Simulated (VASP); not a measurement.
# NiO (Fm-3m) in VASP: notebook

The runs below take NiO through single point, with LDA.

All numbers are computed with VASP 6.6.1; they aren't measurements. Logs are shortened: lines on timing, memory, paths and dates and some standing lists are left out, and cuts for length are marked.

### Step 1. The cell of the first run

It takes space group Fm-3m (No. 225, cubic). The conventional cell has a = 4.187 Å, b = 4.187 Å, c = 4.187 Å, α = 90.00°, β = 90.00°, γ = 90.00°. Ni (site symmetry m-3m) has 6 O at 2.09 Å within 2.8 Å. Within 2.8 Å of O (site symmetry m-3m) lie 6 Ni at 2.09 Å.

### Step 2. Single point, LDA, collinear spin, ferromagnetic start

Input file INCAR:

```
SYSTEM = NiO
PREC = Accurate ; ENCUT = 520
EDIFF = 1E-7 ; ISMEAR = 0
SIGMA = 0.05 ; LREAL = .False.
LASPH = .True. ; NELM = 150
ALGO = Normal ; ISIF = 2
LWAVE = .False. ; LCHARG = .True.
ISPIN = 2 ; MAGMOM = 2 0
LORBIT = 11 ; LMAXMIX = 4
LELF = .True. ; LVHAR = .True.
NBANDS = 19
```

Input file KPOINTS:

```
Automatic mesh
0
Gamma
  9 9 9
  0 0 0
```

Input file POSCAR:

```
NiO
1.0
    0.0000000000      2.0936000000      2.0936000000
    2.0936000000      0.0000000000      2.0936000000
    2.0936000000      2.0936000000      0.0000000000
Ni O
1 1
Direct
    0.0000000000      0.0000000000      0.0000000000
    0.5000000000      0.5000000000      0.5000000000
```

Potentials or basis: VASP PAW LDA potentials, release 64 (Ni, O).

The run is started by

```
$ cat potpaw_LDA.64/Ni/POTCAR potpaw_LDA.64/O/POTCAR > POTCAR
$ mpirun -np 1 vasp_std > vasp.out
```

OUTCAR:

```text
SYSTEM = NiO
   PREC = Accurate
   ENCUT = 520
   EDIFF = 1E-7
   ISMEAR = 0
   LREAL = .False.
   LASPH = .True.
   NELM = 150
   ISIF = 2
   ISPIN = 2
   LORBIT = 11

 ion  position               nearest neighbor table
   1  0.000  0.000  0.000-   2 2.09   2 2.09   2 2.09   2 2.09   2 2.09   2 2.09
   2  0.500  0.500  0.500-   1 2.09   1 2.09   1 2.09   1 2.09   1 2.09   1 2.09

  LATTYP: Found a face centered cubic cell.
 ALAT       =     4.1872000000

  Lattice vectors:

 A1 = (   0.0000000000,   2.0936000000,   2.0936000000)
 A2 = (   2.0936000000,   0.0000000000,   2.0936000000)
 A3 = (   2.0936000000,   2.0936000000,   0.0000000000)

Analysis of symmetry for initial positions (statically):
=====================================================================
 Subroutine PRICEL returns:
 Original cell was already a primitive cell.

 Routine SETGRP: Setting up the symmetry group for a
 face centered cubic supercell.

 Subroutine GETGRP returns: Found 48 space group operations
 (whereof 48 operations were pure point group operations)
 out of a pool of 48 trial point group operations.

The static configuration has the point symmetry O_h .

Analysis of symmetry for dynamics (positions and initial velocities):
=====================================================================
 Subroutine PRICEL returns:
 Original cell was already a primitive cell.

 Routine SETGRP: Setting up the symmetry group for a
 face centered cubic supercell.

 Subroutine GETGRP returns: Found 48 space group operations
 (whereof 48 operations were pure point group operations)
 out of a pool of 48 trial point group operations.

The dynamic configuration has the point symmetry O_h .

Analysis of structural, dynamic, and magnetic symmetry:
=====================================================================
 Subroutine PRICEL returns:
 Original cell was already a primitive cell.

 Routine SETGRP: Setting up the symmetry group for a
 face centered cubic supercell.

 Subroutine GETGRP returns: Found 48 space group operations
 (whereof 48 operations were pure point group operations)
 out of a pool of 48 trial point group operations.

The overall configuration has the point symmetry O_h .

 Subroutine INISYM returns: Found 48 space group operations
 (whereof 48 operations are pure point group operations),
 and found     1 'primitive' translations

----------------------------------------------------------------------------------------

                                     Primitive cell

  volume of cell :      18.3532

  direct lattice vectors                    reciprocal lattice vectors
     0.000000000  2.093600000  2.093600000    -0.238823080  0.238823080  0.238823080
     2.093600000  0.000000000  2.093600000     0.238823080 -0.238823080  0.238823080
     2.093600000  2.093600000  0.000000000     0.238823080  0.238823080 -0.238823080

  length of vectors
     2.960797514  2.960797514  2.960797514     0.413653708  0.413653708  0.413653708

  position of ions in fractional coordinates (direct lattice)
     0.000000000  0.000000000  0.000000000
     0.500000000  0.500000000  0.500000000

  ion indices of the primitive-cell ions
   primitive index   ion index
                 1           1
                 2           2

----------------------------------------------------------------------------------------

 KPOINTS: Automatic mesh

Automatic generation of k-mesh.
 Grid dimensions read from file:
 generate k-points for:    9    9    9

 Generating k-lattice:

  Cartesian coordinates                     Fractional coordinates (reciprocal lattice)
    -0.026535898  0.026535898  0.026535898     0.111111111  0.000000000  0.000000000
     0.026535898 -0.026535898  0.026535898     0.000000000  0.111111111  0.000000000
     0.026535898  0.026535898 -0.026535898     0.000000000  0.000000000  0.111111111

  Length of vectors
     0.045961523  0.045961523  0.045961523

  Shift w.r.t. Gamma in fractional coordinates (k-lattice)
     0.000000000  0.000000000  0.000000000

 Subroutine IBZKPT returns following result:
 ===========================================

 Found     35 irreducible k-points:

 Following reciprocal coordinates:
            Coordinates               Weight
  0.000000  0.000000  0.000000      1.000000
  0.111111  0.000000  0.000000      8.000000
  0.222222  0.000000  0.000000      8.000000
  0.333333  0.000000  0.000000      8.000000
  0.444444  0.000000  0.000000      8.000000
  0.111111  0.111111  0.000000      6.000000
[... 16 lines left out ...]
 -0.333333  0.333333  0.000000     12.000000
  0.444444  0.444444  0.000000      6.000000
 [... further k-points ...]
   k-points           NKPTS =     35   k-points in BZ     NKDIM =     35   number of bands    NBANDS=     19
   number of dos      NEDOS =    301   number of ions     NIONS =      2
   total plane-waves  NPLWV =  13824
   dimension x,y,z NGX =    24 NGY =   24 NGZ =   24
   dimension x,y,z NGXF=    48 NGYF=   48 NGZF=   48
   ions per type =               1   1
   NGX,Y,Z   is equivalent  to a cutoff of  13.48, 13.48, 13.48 a.u.
   NGXF,Y,Z  is equivalent  to a cutoff of  26.95, 26.95, 26.95 a.u.
 SYSTEM =  NiO
   PREC   = accura    normal or accurate (medium, high low for compatibility)
   ISTART =      0    job   : 0-new  1-cont  2-samecut
   ICHARG =      2    charge: 1-file 2-atom 10-const
   ISPIN  =      2    spin polarized calculation?
   LNONCOLLINEAR =      F non collinear calculations
   LSORBIT =      F    spin-orbit coupling
   LASPH  =      T    aspherical Exc in radial PAW
   ENCUT  =  520.0 eV  38.22 Ry    6.18 a.u.   5.51  5.51  5.51*2*pi/ulx,y,z
   NELM   =    150;   NELMIN=  2; NELMDL= -5     # of ELM steps
   EDIFF  = 0.1E-06   stopping-criterion for ELM
   LREAL  =      F    real-space projection
   EDIFFG = 0.1E-05   stopping-criterion for IOM
   NSW    =      0    number of steps for IOM
   IBRION =     -1    ionic relax: 0-MD 1-quasi-New 2-CG
   NFREE  =      0    steps in history (QN), initial steepest desc. (CG)
   ISIF   =      2    stress and relaxation
   ISYM   =      2    0-nonsym 1-usesym 2-fastsym
   POTIM  = 0.5000    time-step for ionic-motion
   TEBEG  =    0.0;   TEEND  =   0.0 temperature during run
   PSTRESS=    0.0 pullay stress
   NELECT =      16.0000    total number of electrons
   NUPDOWN=      -1.0000    fix difference up-down
   EMIN   =  10.00;   EMAX   =-10.00  energy-range for DOS
   EFERMI =   0.00;   METHOD = LEGACY
   ISMEAR =     0;   SIGMA  =   0.05  broadening in eV -4-tet -1-fermi 0-gaus
   EFERMI_NEDOS =   21; number of points for ismear=-14 and -15
   IALGO  =     38    algorithm
   IMIX   =      4    mixing-type and parameters
     AMIX     =   0.40;   BMIX     =  1.00
     AMIX_MAG =   1.60;   BMIX_MAG =  1.00
  volume/ion in A,a.u.               =       9.18        61.93
  Fermi-wavevector in a.u.,A,eV,Ry     =   1.563908  2.955357 33.277228  2.445807
  Thomas-Fermi vector in A             =   2.666610
   LORBIT       =     11    0 simple, 1 ext, 2 COOP (PROOUT), +10 PAW based schemes
   GGA     = CA    functional components
   LHFCALC =     F    Hartree Fock is set to
   AEXX    =    0.0000 exact exchange contribution
   IVDW    =     0    specifies the selected vdW correction
   LEPSILON=     F    determine dielectric tensor
   LRPA    =     F    only Hartree local field effects (RPA)
 spin polarized calculation
 Gauss-broadening in eV      SIGMA  =   0.05
  energy-cutoff  :      520.00
  volume of cell :       18.35
 maximum number of plane-waves:       531
 NGX is ok and might be reduce to    24
   NGX = 11   NGY = 11   NGZ = 11

 number of electron      16.0000007 magnetization       0.6390152

 Free energy of the ion-electron system (eV)
  ---------------------------------------------------
  ext. energy  EPLUGINS =         0.00000000
  ---------------------------------------------------
  free energy    TOTEN  =       -13.24816256 eV

  energy without entropy =      -13.24415173  energy(sigma->0) =      -13.24615714

 E-fermi :   7.3348     XC(G=0): -13.1283

 val. band max:        7.3279613715   @ k =  -0.3333   0.3333   0.1111
 cond. band min:       7.3423544806   @ k =   0.3333   0.3333   0.0000
 fundamental gap:      0.0143931091
 Fermi energy:         7.3348164726

 spin component 1

 k-point     1 :       0.0000    0.0000    0.0000
  band No.  band energies     occupation
      1     -12.7211      1.00000
      2       4.2952      1.00000
      3       4.2952      1.00000
      4       4.2952      1.00000
      5       5.3976      1.00000
      6       5.3976      1.00000
[... 11 lines left out ...]
     18      33.3221      0.00000
     19      33.3221      0.00000

 k-point     2 :       0.1111    0.0000    0.0000
  band No.  band energies     occupation
      1     -12.5810      1.00000
      2       3.3153      1.00000
      3       3.6692      1.00000
      4       3.6692      1.00000
      5       5.4855      1.00000
      6       5.4855      1.00000
[... 476 lines left out ...]
 k-point    24 :       0.4444    0.4444    0.0000
  band No.  band energies     occupation
      1     -11.2979      1.00000
      2       0.4283      1.00000
      3       3.0286      1.00000
      4       3.0286      1.00000
      5       4.4723      1.00000
      6       5.7714      1.00000
[... 11 lines left out ...]
     18      39.9787      0.00000
     19      41.1590      0.00000

 [... further k-points ...]

 spin component 2

 k-point     1 :       0.0000    0.0000    0.0000
  band No.  band energies     occupation
      1     -12.5806      1.00000
      2       4.4580      1.00000
      3       4.4580      1.00000
      4       4.4580      1.00000
      5       5.7509      1.00000
      6       5.7510      1.00000
[... 11 lines left out ...]
     18      33.5186      0.00000
     19      33.5187      0.00000

 k-point     2 :       0.1111    0.0000    0.0000
  band No.  band energies     occupation
      1     -12.4394      1.00000
      2       3.4827      1.00000
      3       3.9288      1.00000
      4       3.9288      1.00000
      5       5.8678      1.00000
      6       5.8678      1.00000
[... 476 lines left out ...]
 k-point    24 :       0.4444    0.4444    0.0000
  band No.  band energies     occupation
      1     -11.1373      1.00000
      2       0.5582      1.00000
      3       3.1803      1.00000
      4       3.1803      1.00000
      5       4.7811      1.00000
      6       6.4905      1.00000
[... 11 lines left out ...]
     18      40.0364      0.00000
     19      41.3077      0.00000

 [... further k-points ...]
[... 5 lines left out ...]
  --------------------------------------------------------------------------------------
  -------------------------------------------------------------------------------------
  Total       -2.3584555     -2.3584555     -2.3584555     -0.0000000     -0.0000000      0.0000000
  in kB     -205.8861555   -205.8861555   -205.8861555     -0.0000000     -0.0000000      0.0000000
  external PRESSURE =    -205.8861555 kB  Pullay stress =       0.0000000 kB

 VOLUME and BASIS-vectors are now :
 -----------------------------------------------------------------------------
  energy-cutoff  :      520.00
  volume of cell :       18.35
      direct lattice vectors                 reciprocal lattice vectors
     0.000000000  2.093600000  2.093600000    -0.238823080  0.238823080  0.238823080
     2.093600000  0.000000000  2.093600000     0.238823080 -0.238823080  0.238823080
     2.093600000  2.093600000  0.000000000     0.238823080  0.238823080 -0.238823080

 POSITION                                       TOTAL-FORCE (eV/Angst)
 -----------------------------------------------------------------------------------
      0.00000      0.00000      0.00000         0.000000     -0.000000      0.000000
      2.09360      2.09360      2.09360         0.000000      0.000000      0.000000
 -----------------------------------------------------------------------------------
    total drift:                                0.000000     -0.000000     -0.000000

  FREE ENERGIE OF THE ION-ELECTRON SYSTEM (eV)
  ---------------------------------------------------
  free  energy   TOTEN  =       -13.2481625557 eV

  energy  without entropy=      -13.2441517288  energy(sigma->0) =      -13.24615714

 total charge

# of ion       s       p       d       tot
------------------------------------------
    1        0.328   0.390   8.344   9.062
    2        1.560   3.335   0.000   4.894
--------------------------------------------------
tot          1.888   3.725   8.344  13.956

 magnetization (x)

# of ion       s       p       d       tot
------------------------------------------
    1        0.005   0.008   0.515   0.528
    2        0.011   0.074   0.000   0.085
--------------------------------------------------
tot          0.017   0.082   0.515   0.613
```

It took 28 s on 1 thread of Intel Xeon 6975P-C (Granite Rapids), shared host; peak memory 0.14 GiB.

What came out:

| Quantity | Value |
| --- | --- |
| Free energy | -13.2482 eV |
| Pressure | -20.6 GPa |
| Net moment | 0.64 μB per cell |
| Site moments | Ni +0.53; O +0.09 μB |
| Valence electrons inside the program's atomic spheres | Ni 9.06; O 4.89 |

Caveat: a cell with one magnetic atom can't hold antiferromagnetic order, which such compounds often take; semilocal functionals often make such compounds metallic where correlation or magnetic order opens a gap, which also shifts bond lengths.

(Continued in part 2 of 2.)
